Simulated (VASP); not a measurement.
Input of a VASP 6.6.1 run:

File INCAR:

```
PREC = Accurate
ENCUT = 520
EDIFF = 1E-6
ISMEAR = -1
SIGMA = 0.05
LREAL = False
LASPH = True
NELM = 60
ALGO = Normal
ISIF = 2
LWAVE = False
LCHARG = True
GGA = PE
LELF = True
LVHAR = True
NBANDS = 10
```

The input KPOINTS:

```
regular mesh
0
Gamma
  15 15 15
```

POSCAR

```
Ir
1.0
    0.0000000000      1.9197000000      1.8621090000
    1.9197000000      0.0000000000      1.8621090000
    1.9197000000      1.9197000000      0.0000000000
Ir
1
Direct
    0.0000000000      0.0000000000      0.0000000000
```

Potentials or basis: VASP PAW PBE potentials, release 64 (Ir).

Run with:

```sh
$ cat potpaw_PBE.64/Ir/POTCAR > POTCAR
$ mpirun -np 1 vasp_std > vasp.out
```

(1) What does it give for the pressure?

Answers

(1) 22.8 GPa.

Caveat: the cell differs from its parent crystal (zz strain of -3 %).
